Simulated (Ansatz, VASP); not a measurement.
# One calculation of GaMo, two programs

```xyz
4
Lattice="3.8681 0.0000 0.0000 0.0000 3.8681 0.0000 0.0000 0.0000 4.1136" Properties=species:S:1:pos:R:3 pbc="T T T"
Ga    0.0000    1.9341    4.1136
Ga    1.9341    0.0000    0.0000
Mo    0.0000    0.0000    2.0568
Mo    1.9341    1.9341    2.0568
```

Alike in both runs: functional PBE; k mesh 5 × 5 × 4; occupations gaussian, width 0.2 eV; no spin polarisation.

Ansatz relaxed the structure, and its values are those at the end. VASP's run is a single point on that final structure, the one shown.

|  | VASP | Ansatz |
| --- | --- | --- |
| version | VASP 6.6.1 | Ansatz 0.2.0 |
| potentials or method | VASP PAW PBE potentials, release 64 (Ga_d, Mo_sv), cutoff 520 eV | scalar-relativistic, plane waves, PAW |
| valence electrons in the cell | 54 | 54 |

|  | VASP | Ansatz | Ansatz less VASP |
| --- | --- | --- | --- |
| gap on the k mesh at the Fermi level (eV) | none | none | - |
| pressure (GPa) | 0.5 | 0.0 | -0.43 |

A gap of «none» marks a metal or a gap that the smearing closes. The functional is the same, so the differences come from potentials, cutoffs and numerics.

The k mesh is coarse, so the values compare programs but aren't converged.
